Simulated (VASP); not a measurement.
# I: single point with PBE

The system is I.

```
I
1.0
     0.00000    3.91977    3.91977
     3.91977    0.00000    3.91977
     3.91977    3.91977    0.00000
I
2
Direct
  0.00000 0.00000 0.00000
  0.25000 0.25000 0.25000
```

* Program: VASP 6.6.1
* Task: single point
* Functional: PBE
* Potentials or basis: VASP PAW PBE potentials, release 64 (I)
* Cutoff: 500 eV
* k mesh: 6 × 6 × 6
* Occupations: gaussian, width 0.05 eV
* Spin: no spin polarisation

```yaml
Pressure: 0.0 GPa
Band_gap_on_the_k_mesh: zero (bands 7 and 8 overlap by 1.18 eV)
```

Levels at points of the mesh, in eV from the Fermi level:
```
           k point  band 3  band 4  band 5  band 6  band 7  band 8  band 9  band 10  band 11  band 12
(0.00, 0.00, 0.00)   -2.57   -2.57   -2.57   -0.86   -0.86   -0.86    4.42     6.91     6.91     8.23
(0.50, 0.00, 0.00)   -2.91   -2.91   -2.90   -0.34   -0.34   -0.15    6.22     6.37     6.94     6.94
(0.50, 0.50, 0.00)   -3.26   -3.26   -1.70   -1.70    0.32    0.32    5.71     5.71     8.16     8.16
```

It took 22 s on 1 thread of Intel(R) Xeon(R) Platinum 8375C CPU @ 2.90GHz (Ice Lake), with other jobs on the host, peak memory 0.23 GiB.

Caveat: spin-orbit coupling is left out, which moves the levels of the heavy elements.
